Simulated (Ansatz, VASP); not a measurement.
One calculation of Al3InAs4, two programs

```
Al In As
1.0
     5.83549    0.00000    0.00000
     0.00000    5.83549    0.00000
     0.00000    0.00000    5.83549
Al In As
3 1 4
Direct
  0.50000 0.00000 0.00000
  0.00000 0.00000 0.50000
  0.00000 0.50000 0.00000
  0.50000 0.50000 0.50000
  0.76063 0.23937 0.76063
  0.76063 0.76063 0.23937
  0.23937 0.23937 0.23937
  0.23937 0.76063 0.76063
```

Alike in both runs: functional PBE; k mesh 6 × 6 × 6; occupations gaussian, width 0.02 eV; no spin polarisation.

Ansatz relaxed the structure, and its values are those at the end. VASP's run is a single point on that final structure, the one shown.

```csv
,VASP,Ansatz
version,VASP 6.6.1,Ansatz 0.2.0
potentials or method,"VASP PAW PBE potentials, release 64 (Al, In_d, As), cutoff 520 eV","scalar-relativistic, plane waves, PAW"
valence electrons in the cell,42,82
```

```csv
,VASP,Ansatz,Ansatz less VASP
gap on the k mesh at the Fermi level (eV),1.16,1.16,-0.004
least direct gap on the mesh (eV),1.16,1.16,-0.004
pressure (GPa),0.1,0.0,-0.12
rms of the force components (eV/Å),0.003,0.005,+0.0014
```

VASP's potentials hold 42 valence electrons a cell and Ansatz's 82, so a difference there can come from the potentials and not from the codes.
